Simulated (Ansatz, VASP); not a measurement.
TaSi3: VASP beside Ansatz

INCAR

```
PREC = Accurate
ENCUT = 600
EDIFF = 1E-7
ISMEAR = 0
SIGMA = 0.1
LREAL = False
LASPH = True
NELM = 100
ALGO = Normal
ISIF = 3
LWAVE = False
LCHARG = False
GGA = PE
IBRION = 2
NSW = 100
EDIFFG = -0.01
```

KPOINTS

```
Automatic mesh
0
Gamma
  16 16 6
```

POSCAR

```
TaSi3
1.0
    2.8188186347      0.0000000000      0.0000000000
    0.0000000000      2.8188186347      0.0000000000
    0.0000000000      0.0000000000      7.5519236746
Ta Si
1 3
Direct
    0.0000000000      0.0000000000      0.0000000000
    0.5000000000      0.5000000000      0.7418234203
    0.0000000000      0.0000000000      0.5000000000
    0.5000000000      0.5000000000      0.2581765797
```

Input for Ansatz:

```yaml
crystal:
  lattice:
    - [2.8188186347, 0.0, 0.0]
    - [0.0, 2.8188186347, 0.0]
    - [0.0, 0.0, 7.5519236746]
  atoms:
    - { symbol: Ta, position: [0.0, 0.0, 0.0] }
    - { symbol: Si, position: [0.5, 0.5, 0.7418234203] }
    - { symbol: Si, position: [0.0, 0.0, 0.5] }
    - { symbol: Si, position: [0.5, 0.5, 0.2581765797] }
basis:
  ecutwfc: 420
kpoints:
  mp_grid: { grid: [16, 16, 6] }
hamiltonian:
  xc: pbe
scf:
  occupations: { method: gaussian, width: 0.1 }
output:
  forces: true
  stress: true
  eigenvalues: true
relax:
  adjacent_minimum: "off"
  f_tol: 0.01
  max_steps: 80
  cell: { stress_tol: 0.05 }
```

Change from the starting cell: species swapped into the TlIn3 type (P4/mmm, No. 123).

Alike in both runs: task relaxation of cell and atoms; functional PBE; k mesh 16 × 16 × 6; occupations gaussian, width 0.1 eV; no spin polarisation.

|  | VASP | Ansatz |
| --- | --- | --- |
| version | VASP 6.6.1 | Ansatz 0.2.0 |
| potentials or method | VASP PAW PBE potentials, release 64 (Ta_pv, Si), cutoff 600 eV | scalar-relativistic, plane waves, PAW |
| valence electrons in the cell | 23 | 25 |

```tsv
	VASP	Ansatz	Ansatz less VASP
gap on the k mesh at the Fermi level, each at its own relaxed structure (eV)	none	none	-
relaxed volume (Å³/atom)	15.09	15.08	-0.004
relaxed length of the cell vector where the two differ most in proportion (Å)	2.822	2.821	-0.0006
```

A gap of «none» marks a metal or a gap that the smearing closes. VASP's potentials hold 23 valence electrons a cell and Ansatz's 25, so a difference there can come from the potentials and not from the codes.

Neither program's run includes spin-orbit coupling.
